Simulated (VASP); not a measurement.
**CsLi: relaxation of cell and atoms with PBE+D3(BJ)**

CsLi:

```
Cs Li
1.0
     4.46355    0.00000    0.00000
    -2.23177    3.86554    0.00000
     0.00000    0.00000    6.35742
Cs Li
1 1
Direct
  0.33333 0.66667 0.50000
  0.00000 0.00000 0.00000
```

```
Program                : VASP 6.6.1
Task                   : relaxation of cell and atoms
Functional             : PBE
Dispersion             : D3(BJ)
Potentials or basis    : VASP PAW PBE potentials, release 64 (Cs_sv, Li_sv)
Cutoff                 : 600 eV
k mesh                 : 12 × 12 × 8
Occupations            : fermi-dirac, width 0.15 eV
Spin                   : no spin polarisation
Dipole correction      : no
Further INCAR settings : ALGO = Normal; EDIFF = 1e-06; IBRION = 2; EDIFFG = -0.001; NSW = 80; ISIF = 3
```

```json
{"Relaxed volume": "55.73 Å³/atom", "Relaxed cell": "a = 4.494 Å, b = 4.494 Å, c = 6.371 Å, α = 90.00°, β = 90.00°, γ = 120.00°", "Space group after relaxing (to 0.05 Å)": "P-6m2 (No. 187)", "Energy gained by relaxing": "0.1 meV/atom", "Ionic steps": "23", "Pressure after relaxing": "0.0 GPa", "Band gap on the k mesh": "zero (band 6 reaches 1.59 eV, above the bottom of band 7 at -0.26 eV)", "Dispersion energy per atom": "-0.116 eV"}
```

Step by step:
| step | energy change (eV) | largest force (eV/Å) | pressure (GPa) | volume (Å³) |
| --- | --- | --- | --- | --- |
| 1 | 0.0000 | 0.0000 | 0.05 | 109.69 |
| 2 | -0.0001 | 0.0000 | 0.04 | 109.95 |
| 3 | -0.0002 | 0.0000 | 0.01 | 110.71 |
| 4 | -0.0001 | 0.0000 | -0.03 | 112.26 |
| 5 | -0.0002 | 0.0000 | 0.00 | 111.21 |
| 6 | -0.0002 | 0.0000 | 0.00 | 111.35 |
| 7 | -0.0002 | 0.0000 | -0.01 | 111.52 |
| 8 | -0.0002 | 0.0000 | -0.01 | 111.39 |
| 9 | -0.0002 | 0.0000 | 0.00 | 111.31 |
| 10 | -0.0002 | 0.0000 | 0.01 | 111.10 |
| 11 | -0.0002 | 0.0000 | 0.01 | 111.14 |
| 12 | -0.0002 | 0.0000 | 0.01 | 111.20 |
| 13 | -0.0002 | 0.0000 | 0.01 | 111.17 |
| 14 | -0.0002 | 0.0000 | 0.01 | 111.16 |
| 15 | -0.0002 | 0.0000 | 0.01 | 111.16 |
| 16 | -0.0002 | 0.0000 | 0.01 | 111.17 |
| 17 | -0.0003 | 0.0000 | 0.00 | 111.34 |
| 18 | -0.0002 | 0.0000 | 0.00 | 111.54 |
| 19 | -0.0003 | 0.0000 | -0.01 | 111.46 |
| 20 | -0.0003 | 0.0000 | 0.00 | 111.40 |
| 21 | -0.0003 | 0.0000 | 0.00 | 111.37 |
| 22 | -0.0003 | 0.0000 | 0.00 | 111.39 |
| 23 | -0.0003 | 0.0000 | 0.00 | 111.45 |

Final structure:
```
Cs Li
1.0
     4.49444    0.00000    0.00000
    -2.24722    3.89230    0.00000
     0.00000    0.00000    6.37091
Cs Li
1 1
Direct
  0.33333 0.66667 0.50000
  0.00000 0.00000 0.00000
```

Levels at points of the mesh, in eV from the Fermi level:
| k point | band 4 | band 5 | band 6 | band 7 | band 8 | band 9 |
| --- | --- | --- | --- | --- | --- | --- |
| (0.00, 0.00, 0.00) | -10.14 | -10.14 | -2.26 | 0.59 | 1.46 | 2.93 |
| (0.50, 0.00, 0.00) | -10.28 | -10.23 | -0.31 | 0.50 | 0.85 | 1.39 |
| (0.00, 0.00, 0.50) | -10.14 | -10.14 | -1.19 | -1.14 | 2.37 | 3.09 |
| (0.50, 0.00, 0.50) | -10.28 | -10.24 | -0.24 | 0.40 | 0.88 | 2.14 |

Wall time 14 min on 1 thread of Intel(R) Xeon(R) Platinum 8375C CPU @ 2.90GHz (Ice Lake), on a shared host, peak memory 0.37 GiB.

Caveat: the cutoff is under 1.25 times the usual one of these potentials, so pressure, stress and relaxed cells hold a basis-set (Pulay) error; spin-orbit coupling is left out, which moves the levels of the heavy elements; pairwise dispersion overbinds metals, which lowers pressure and volume.
